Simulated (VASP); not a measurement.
Wanted: the native input for a VASP 6.6.1 run.

| Quantity | Value |
| --- | --- |
| Task | single point |
| Functional | PBE |
| Potentials or basis | VASP PAW PBE potentials, release 64 (I) |
| Cutoff | 520 eV |
| k mesh | 12 × 12 × 12 |
| Occupations | fermi-dirac, width 0.1 eV |
| Spin | no spin polarisation |
| Dipole correction | no |
| Further INCAR settings | ALGO = Normal; EDIFF = 1e-07; NBANDS = 14 |

The structure of I lies in POSCAR:

```
I
1.0
   -3.1088695181      3.1088695181      1.4651475533
    3.1088695181     -3.1088695181      1.4651475533
    3.1088695181      3.1088695181     -1.4651475533
I
2
Direct
   -0.3750000000     -0.1250000000     -0.2500000000
    0.3750000000      0.1250000000      0.2500000000
```

One way to write it, as run:

INCAR

```
PREC     = Accurate       # precision mode
ENCUT    = 520            # plane-wave cutoff, eV
EDIFF    = 1E-7           # SCF threshold, eV
ISMEAR   = -1             # smearing method
SIGMA    = 0.1            # smearing width, eV
LREAL    = F              # projectors in reciprocal space
LASPH    = T              # aspherical terms in the spheres
NELM     = 60             # most SCF steps
ALGO     = Normal         # electronic algorithm
ISIF     = 2              # what is computed and relaxed
LWAVE    = F              # write WAVECAR
LCHARG   = F              # write CHGCAR
GGA      = PE             # functional
NBANDS   = 14             # bands
```

KPOINTS

```
regular mesh
0
Gamma
  12 12 12
```

Potentials or basis: VASP PAW PBE potentials, release 64 (I).

Run with:

```bash
$ cat potpaw_PBE.64/I/POTCAR > POTCAR
$ mpirun -np 1 vasp_std > vasp.out
```

Results of the run:

The pressure is 19.2 GPa. The band gap on the k mesh is zero (bands 7 and 8 overlap by 4.54 eV).

Caveat: the cell stands under pressure; spin-orbit coupling is left out, which moves the levels of the heavy elements.

Wall time 110 s on 1 thread of Oxide Virtual Turin-like Processor, with other jobs on the host, peak memory 0.24 GiB.
